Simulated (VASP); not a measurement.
The system is PbS (rocksalt type).

```xyz
2
Lattice="0.0000 2.6934 2.6934 2.6934 0.0000 2.6934 2.6934 2.6934 0.0000" Properties=species:S:1:pos:R:3 pbc="T T T"
Pb    0.0000    0.0000    0.0000
S     2.6934    2.6934    2.6934
```

| Property | Result |
| --- | --- |
| Program | VASP 6.6.1 |
| Task | relaxation of cell and atoms |
| Functional | PBEsol |
| Potentials or basis | VASP PAW PBE potentials, release 64 (Pb_d, S) |
| Cutoff | 600 eV |
| k mesh | 14 × 14 × 14 |
| Occupations | fermi-dirac, width 0.1 eV |
| Spin | no spin polarisation |

At the start: pressure 29.2 GPa; volume 19.54 Å³/atom.

Task: Where does the relaxation end?

Result: Over 20 steps the energy falls by 443.2 meV/atom and the volume is 25.68 Å³/atom (+31.4 %); space group Fm-3m (No. 225, to 0.1 Å) before and after.

Step by step:
| step | energy change (eV) | largest force (eV/Å) | pressure (GPa) | volume (Å³) |
| --- | --- | --- | --- | --- |
| 1 | 0.0000 | 0.0000 | 29.17 | 39.08 |
| 2 | -0.5526 | 0.0000 | -7.76 | 62.85 |
| 3 | -0.8863 | 0.0000 | -0.08 | 51.47 |
| 4 | -0.8862 | 0.0000 | 0.21 | 51.20 |
| 5 | -0.8862 | 0.0000 | 0.22 | 51.21 |
| 6 | -0.8862 | 0.0000 | 0.20 | 51.21 |
| 7 | -0.8862 | 0.0000 | 0.20 | 51.21 |
| 8 | -0.8862 | 0.0000 | 0.20 | 51.21 |
| 9 | -0.8862 | 0.0000 | 0.20 | 51.21 |
| 10 | -0.8862 | 0.0000 | 0.20 | 51.21 |
| 11 | -0.8862 | 0.0000 | 0.20 | 51.21 |
| 12 | -0.8862 | 0.0000 | 0.21 | 51.22 |
| 13 | -0.8862 | 0.0000 | 0.22 | 51.22 |
| 14 | -0.8862 | 0.0000 | 0.19 | 51.23 |
| 15 | -0.8863 | 0.0000 | 0.17 | 51.24 |
| 16 | -0.8863 | 0.0000 | 0.15 | 51.27 |
| 17 | -0.8863 | 0.0000 | 0.10 | 51.32 |
| 18 | -0.8863 | 0.0000 | -0.05 | 51.44 |
| 19 | -0.8863 | 0.0000 | -0.04 | 51.40 |
| 20 | -0.8863 | 0.0000 | 0.00 | 51.36 |

Final structure:
```yaml
crystal:
  lattice:
    - [0.00000, 2.95032, 2.95032]
    - [2.95032, 0.00000, 2.95032]
    - [2.95032, 2.95032, 0.00000]
  atoms:
    - { symbol: Pb, position: [0.00000, 0.00000, 0.00000] }
    - { symbol: S, position: [0.50000, 0.50000, 0.50000] }
```

Caveat: the volume moved by over 15 % at a fixed basis, so the end points are rough; the PAW data sets were made with another functional, which shifts forces and pressure a little.
